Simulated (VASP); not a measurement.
Wanted: the native input for a VASP 6.6.1 run.

| Quantity | Value |
| --- | --- |
| Task | relaxation of cell and atoms |
| Functional | LDA |
| Potentials or basis | VASP PAW LDA potentials, release 64 (Hf_pv, O) |
| Cutoff | 600 eV |
| k mesh | 6 × 6 × 8 |
| Occupations | gaussian, width 0.05 eV |
| Spin | no spin polarisation |
| Dipole correction | no |
| Further INCAR settings | ALGO = Normal; EDIFF = 1e-06; IBRION = 2; EDIFFG = -0.01; NSW = 100; ISIF = 3 |

The structure of HfO2 lies in POSCAR:

```
HfO2
1.0
    4.7888991458      0.0000000000      0.0000000000
    0.0000000000      4.7888991458      0.0000000000
    0.0000000000      0.0000000000      3.1858186391
Hf O
2 4
Direct
    0.0019362962      0.0121211956      0.0133546381
    0.4891150602      0.5013678683      0.5156203013
    0.1831638228      0.8025259476      0.5189615669
    0.3061730650      0.2970621707     -0.0266795271
    0.7075839701      0.6935469272     -0.0266747900
    0.8120277857      0.1933758906      0.5054178108
```

One way to write it, as run:

INCAR

```
SYSTEM = HfO2
ALGO     = Normal         ! electronic algorithm
EDIFF    = 1E-6           ! SCF threshold, eV
EDIFFG   = -0.01          ! ionic threshold
ENCUT    = 600            ! plane-wave cutoff, eV
GGA      = CA             ! functional
IBRION   = 2              ! ionic algorithm
ISIF     = 3              ! what is computed and relaxed
ISMEAR   = 0              ! smearing method
LASPH    = .True.         ! aspherical terms in the spheres
LCHARG   = .False.        ! write CHGCAR
LREAL    = .False.        ! projectors in reciprocal space
LWAVE    = .False.        ! write WAVECAR
NELM     = 80             ! most SCF steps
NSW      = 100            ! ionic steps
PREC     = Accurate       ! precision mode
SIGMA    = 0.05           ! smearing width, eV
```

KPOINTS

```
k-points
0
Gamma
  6 6 8
  0 0 0
```

Potentials or basis: VASP PAW LDA potentials, release 64 (Hf_pv, O).

Run with:

```sh
$ cat potpaw_LDA.64/Hf_pv/POTCAR potpaw_LDA.64/O/POTCAR > POTCAR
$ mpirun -np 1 vasp_std > vasp.out
```

Results of the run:

* Relaxed volume: 12.06 Å³/atom
* Relaxed cell: a = 4.774 Å, b = 4.769 Å, c = 3.177 Å, α = 90.00°, β = 90.00°, γ = 90.00°
* Space group after relaxing (to 0.1 Å): P4_2/mnm (No. 136)
* Energy gained by relaxing: 44.9 meV/atom
* Ionic steps: 25
* Pressure after relaxing: 0.0 GPa
* Largest force after relaxing: 0.009 eV/Å
* Band gap on the k mesh: 3.87 eV

Caveat: spin-orbit coupling is left out, which moves the levels of the heavy elements.

Wall time 64 min on 1 thread of Oxide Virtual Turin-like Processor, on a shared host, peak memory 0.37 GiB.
